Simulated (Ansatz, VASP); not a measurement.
**Two plane-wave programs on W**

```
W
1.0
     3.12278    0.00000    0.00000
     0.00000    3.12278    0.00000
     0.00000    0.00000    3.12278
W
2
Direct
  0.00000 0.00000 0.00000
  0.50000 0.50000 0.50000
```

Change from the starting cell: equal strain along all axes, cell held, atoms relaxed: -1.0 %.

Alike in both runs: task single point; functional PBEsol; k mesh 16 × 16 × 16; occupations gaussian, width 0.1 eV; no spin polarisation.

```csv
,VASP,Ansatz
version,VASP 6.6.1,Ansatz 0.2.0
potentials or method,"VASP PAW PBE potentials, release 64 (W_sv), cutoff 520 eV","scalar-relativistic, plane waves, PAW"
valence electrons in the cell,28,28
```

```tsv
	VASP	Ansatz	Ansatz less VASP
gap on the k mesh at the Fermi level (eV)	none	none	-
pressure (GPa)	11.1	10.3	-0.80
```

VASP's potentials were made for PBE, not for PBEsol. A gap of «none» marks a metal or a gap that the smearing closes. With one functional, cell and mesh, what is left measures potentials, basis and numerics.

Spin-orbit coupling is off throughout.
